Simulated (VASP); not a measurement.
# Al2Pt (Fm-3m) in VASP: further runs, part 2 of 2

VASP 6.6.1. Earlier steps stand in the parts before.

## 4. Vibrations by perturbation theory, PBE

File INCAR:

```
SYSTEM = Al2Pt
PREC = Accurate
ENCUT = 500
EDIFF = 1E-8
ISMEAR = -1
SIGMA = 0.15
LREAL = .FALSE.
LASPH = .TRUE.
NELM = 120
ALGO = Normal
ISIF = 2
LWAVE = .FALSE.
LCHARG = .TRUE.
GGA = PE
NBANDS = 15
IBRION = 8
NSW = 1
GGA_COMPAT = .FALSE.
```

File KPOINTS:

```
Automatic mesh
0
G
  12 12 12
  0 0 0
```

File POSCAR:

```
Al2Pt
1.0
    0.0000000000      2.9737101831      2.9737101831
    2.9737101831      0.0000000000      2.9737101831
    2.9737101831      2.9737101831      0.0000000000
Al Pt
2 1
Direct
    0.2500000000      0.2500000000      0.2500000000
    0.7500000000      0.7500000000      0.7500000000
    0.0000000000      0.0000000000      0.0000000000
```

Potentials or basis: VASP PAW PBE potentials, release 64 (Al, Pt).

Started as:

```bash
> cat potpaw_PBE.64/Al/POTCAR potpaw_PBE.64/Pt/POTCAR > POTCAR
> mpirun -np 1 vasp_std > vasp.out
```

OUTCAR:

```text
SYSTEM = Al2Pt
   PREC = Accurate
   ENCUT = 500
   EDIFF = 1E-8
   ISMEAR = -1
   LREAL = .FALSE.
   LASPH = .TRUE.
   NELM = 120
   ISIF = 2
   GGA = PE
   IBRION = 8
   NSW = 1

 ion  position               nearest neighbor table
   1  0.250  0.250  0.250-   3 2.58   3 2.58   3 2.58   3 2.58   2 2.97   2 2.97   2 2.97   2 2.97
                             2 2.97   2 2.97
   2  0.750  0.750  0.750-   3 2.58   3 2.58   3 2.58   3 2.58   1 2.97   1 2.97   1 2.97   1 2.97
                             1 2.97   1 2.97
   3  0.000  0.000  0.000-   2 2.58   2 2.58   2 2.58   1 2.58   2 2.58   1 2.58   1 2.58   1 2.58

  LATTYP: Found a face centered cubic cell.
 ALAT       =     5.9474203662

  Lattice vectors:

 A1 = (   0.0000000000,   2.9737101831,   2.9737101831)
 A2 = (   2.9737101831,   0.0000000000,   2.9737101831)
 A3 = (   2.9737101831,   2.9737101831,   0.0000000000)

Analysis of symmetry for initial positions (statically):
=====================================================================
 Subroutine PRICEL returns:
 Original cell was already a primitive cell.

 Routine SETGRP: Setting up the symmetry group for a
 face centered cubic supercell.

 Subroutine GETGRP returns: Found 48 space group operations
 (whereof 48 operations were pure point group operations)
 out of a pool of 48 trial point group operations.

The static configuration has the point symmetry O_h .

Analysis of symmetry for dynamics (positions and initial velocities):
=====================================================================
 Subroutine PRICEL returns:
 Original cell was already a primitive cell.

 Routine SETGRP: Setting up the symmetry group for a
 face centered cubic supercell.

 Subroutine GETGRP returns: Found 48 space group operations
 (whereof 48 operations were pure point group operations)
 out of a pool of 48 trial point group operations.

The dynamic configuration has the point symmetry O_h .

 Subroutine INISYM returns: Found 48 space group operations
 (whereof 48 operations are pure point group operations),
 and found     1 'primitive' translations

----------------------------------------------------------------------------------------

                                     Primitive cell

  volume of cell :      52.5928

  direct lattice vectors                    reciprocal lattice vectors
     0.000000000  2.973710183  2.973710183    -0.168140124  0.168140124  0.168140124
     2.973710183  0.000000000  2.973710183     0.168140124 -0.168140124  0.168140124
     2.973710183  2.973710183  0.000000000     0.168140124  0.168140124 -0.168140124

  length of vectors
     4.205461272  4.205461272  4.205461272     0.291227238  0.291227238  0.291227238

[... 152 lines left out ...]
     13      12.9807      0.00000
     14      13.9482      0.00000
[... 401 lines left out ...]
      2       1.6970      2.00000
      3       2.9386      2.00000
      4       3.2432      2.00000
      5       3.8113      2.00000
      6       4.1471      2.00000
      7       4.5109      2.00000
      8       7.1903      1.93368
      9       8.3329      0.02828
     10      11.1404      0.00000
     11      13.2425      0.00000
     12      13.5690      0.00000
     13      14.5289      0.00000
     14      16.3612      0.00000
     15      16.7854      0.00000

 [... further k-points ...]
[... 5 lines left out ...]
  --------------------------------------------------------------------------------------
  -------------------------------------------------------------------------------------
  Total       -0.0517801     -0.0517801     -0.0517801      0.0000000      0.0000000     -0.0000000
  in kB       -1.5774222     -1.5774222     -1.5774222      0.0000000      0.0000000     -0.0000000
  external PRESSURE =      -1.5774222 kB  Pullay stress =       0.0000000 kB

 VOLUME and BASIS-vectors are now :
 -----------------------------------------------------------------------------
  energy-cutoff  :      500.00
  volume of cell :       52.59
      direct lattice vectors                 reciprocal lattice vectors
     0.000000000  2.973710183  2.973710183    -0.168140124  0.168140124  0.168140124
     2.973710183  0.000000000  2.973710183     0.168140124 -0.168140124  0.168140124
     2.973710183  2.973710183  0.000000000     0.168140124  0.168140124 -0.168140124

 POSITION                                       TOTAL-FORCE (eV/Angst)
 -----------------------------------------------------------------------------------
      1.48686      1.48686      1.48686        -0.000000     -0.000000     -0.000000
      4.46057      4.46057      4.46057         0.000000      0.000000      0.000000
      0.00000      0.00000      0.00000         0.000000      0.000000      0.000000
 -----------------------------------------------------------------------------------
    total drift:                                0.000000     -0.000000      0.000000

  FREE ENERGIE OF THE ION-ELECTRON SYSTEM (eV)
  ---------------------------------------------------
  free  energy   TOTEN  =       -16.2979471026 eV

  energy  without entropy=      -16.2083547205  energy(sigma->0) =      -16.25315091

[... ionic steps 2 to 9 ...]

--------------------------------------- Ionic step       10  -------------------------------------------

 Free energy of the ion-electron system (eV)
  ---------------------------------------------------
  ---------------------------------------------------
  free energy    TOTEN  =        -0.25652093 eV

  energy without entropy =       -0.25652093

------------------------ aborting loop because EDIFF is reached ----------------------------------------

 INTERNAL STRAIN TENSOR  FOR ION    3  DIRECTION 1   (eV/Angst):
 -----------------------------------------------------------------------------
    -0.00336 -0.00000 -0.00000
    -0.00000  0.00270  0.00000
     0.00000  0.00000  0.00270

 INTERNAL STRAIN TENSOR FOR ION    3 for displacements in x,y,z  (eV/Angst):
          X           Y           Z          XY          YZ          ZX
  --------------------------------------------------------------------------------
  x     0.00000     0.00000     0.00000     0.00000     0.00000     0.00000
  y     0.00000     0.00000     0.00000     0.00000     0.00000     0.00000
  z     0.00000     0.00000     0.00000     0.00000     0.00000     0.00000

 SECOND DERIVATIVES (NOT SYMMETRIZED)
 ------------------------------------
               1X          1Y          1Z          2X          2Y          2Z          3X          3Y          3Z
  1X    -6.057705    0.000000    0.000000    2.004122    0.000000    0.000000    4.053583    0.000000    0.000000
  1Y     0.000000   -6.057705    0.000000    0.000000    2.004122    0.000000    0.000000    4.053583    0.000000
  1Z     0.000000    0.000000   -6.057705    0.000000    0.000000    2.004122    0.000000    0.000000    4.053583
  2X     2.004122    0.000000    0.000000   -6.057705    0.000000    0.000000    4.053583    0.000000    0.000000
  2Y     0.000000    2.004122    0.000000    0.000000   -6.057705    0.000000    0.000000    4.053583    0.000000
  2Z     0.000000    0.000000    2.004122    0.000000    0.000000   -6.057705    0.000000    0.000000    4.053583
  3X     4.049786    0.000000    0.000000    4.049786    0.000000    0.000000   -8.099572    0.000000    0.000000
  3Y     0.000000    4.049786    0.000000    0.000000    4.049786    0.000000    0.000000   -8.099572    0.000000
  3Z     0.000000    0.000000    4.049786    0.000000    0.000000    4.049786    0.000000    0.000000   -8.099572

 Eigenvectors and eigenvalues of the dynamical matrix
 ----------------------------------------------------

   1 f  =    8.545519 THz    53.693081 2PiTHz  285.047838 cm-1    35.341412 meV
             X         Y         Z           dx          dy          dz
      1.486855  1.486855  1.486855     0.230174    0.351085   -0.568998
      4.460565  4.460565  4.460565    -0.230174   -0.351085    0.568998
      0.000000  0.000000  0.000000    -0.000000   -0.000000    0.000000
[... 43 lines left out ...]
   9 f/i=    0.001321 THz     0.008300 2PiTHz    0.044064 cm-1     0.005463 meV
             X         Y         Z           dx          dy          dz
      1.486855  1.486855  1.486855     0.280153   -0.156169    0.073384
      4.460565  4.460565  4.460565     0.280153   -0.156169    0.073384
      0.000000  0.000000  0.000000     0.753661   -0.420122    0.197415

--------------------------------------------------------------------------------------------------------

 ELASTIC MODULI CONTR FROM IONIC RELAXATION (kBar)
 Direction    XX          YY          ZZ          XY          YZ          ZX
 --------------------------------------------------------------------------------
 XX          -0.0000      0.0000     -0.0000     -0.0000      0.0000     -0.0000
 YY           0.0000     -0.0000      0.0000     -0.0000      0.0000      0.0000
 ZZ          -0.0000      0.0000     -0.0000      0.0000      0.0000     -0.0000
 XY          -0.0000     -0.0000      0.0000   -402.7689     -0.0000      0.0000
 YZ           0.0000      0.0000      0.0000     -0.0000   -402.7689     -0.0000
 ZX          -0.0000      0.0000     -0.0000      0.0000     -0.0000   -402.7689
 --------------------------------------------------------------------------------
```

stdout:

```text
POSCAR found type information on POSCAR AlPt
 POSCAR found :  2 types and       3 ions
 scaLAPACK will be used
 LDA part: xc-table for (Slater+PW92), standard interpolation
 POSCAR, INCAR and KPOINTS ok, starting setup
 FFT: planning ... GRIDC
 FFT: planning ... GRID_SOFT
 FFT: planning ... GRID
 WAVECAR not read
 entering main loop
 Linear response reoptimize wavefunctions to high precision
 Linear response DOF=           2
 Linear response progress:
 first order change of Fermi-energy   0.42759E-05
 force on displaced ion       1 direction 1 :  -6.058  -0.000  -0.000
 Linear response progress:
 first order change of Fermi-energy   0.24956E-03
 force on displaced ion       3 direction 1 :  -8.100   0.000   0.000
 Linear response finished
```

Run time: 2.6 min. Hardware: 1 thread of Intel Xeon 6975P-C (Granite Rapids), shared host; peak memory 0.55 GiB.

Results:

```
Highest phonon frequency at Γ, LO-TO splitting left out : 285 cm⁻¹
```

Phonon frequencies in cm⁻¹ (negative: imaginary):
| q point | frequencies |
| --- | --- |
| (0.000, 0.000, 0.000) | 0 0 0 228 228 228 285 285 285 |

Caveat: spin-orbit coupling is left out, which moves the levels of the heavy elements.
